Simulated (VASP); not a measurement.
A run of VASP 6.6.1 is set up as follows.

POSCAR

```
LiF
1.0
    3.0609400000      0.0000000000      0.0000000000
   -1.5304700000      2.6508520000      0.0000000000
    0.0000000000      0.0000000000      8.8073250000
Li F
2 2
Direct
    0.3333333333      0.6666666667      0.2080462743
    0.6666666667      0.3333333333      0.4809625684
    0.3333333333      0.6666666667      0.5424724428
    0.6666666667      0.3333333333      0.2695561487
```

Contents of INCAR.step1:

```
SYSTEM = LiF
PREC = Accurate ; ENCUT = 520
ISMEAR = -1 ; SIGMA = 0.15
LREAL = .False. ; LASPH = .True.
NELM = 60 ; NBANDS = 18
GGA = PE ; ALGO = Normal
EDIFF = 1E-4 ; LWAVE = .True.
LCHARG = .False.
```

INCAR.step2

```
SYSTEM = LiF
PREC = Accurate ; ENCUT = 520
EDIFF = 1E-7 ; ISMEAR = -1
SIGMA = 0.15 ; LREAL = .False.
LASPH = .True. ; NELM = 60
ALGO = Normal ; ISIF = 2
LWAVE = .False. ; LCHARG = .False.
METAGGA = R2SCAN ; LMIXTAU = .True.
NBANDS = 18 ; ISTART = 1
```

File KPOINTS:

```
regular mesh
0
Gamma
  5 5 3
  0 0 0
```

Potentials or basis: VASP PAW PBE potentials, release 64 (Li_sv, F).

The run is started by

```sh
$ cat potpaw_PBE.64/Li_sv/POTCAR potpaw_PBE.64/F/POTCAR > POTCAR
$ cp INCAR.step1 INCAR
$ mpirun -np 1 vasp_std > vasp.out
$ cp INCAR.step2 INCAR
$ mpirun -np 1 vasp_std > vasp.out
```

Estimate the largest force.

1.589 eV/Å.

Estimate the band gap on the k mesh.

3.36 eV, direct.

Forces in eV/Å, atoms in the order of the input:
```
Li   0.000  0.000  1.178
Li   0.000  0.000  1.369
F    0.000  0.000 -0.958
F    0.000  0.000 -1.589
```

Caveat: the k points lie up to 0.47 Å⁻¹ apart; the PAW data sets were made with another functional, which shifts forces and pressure a little.
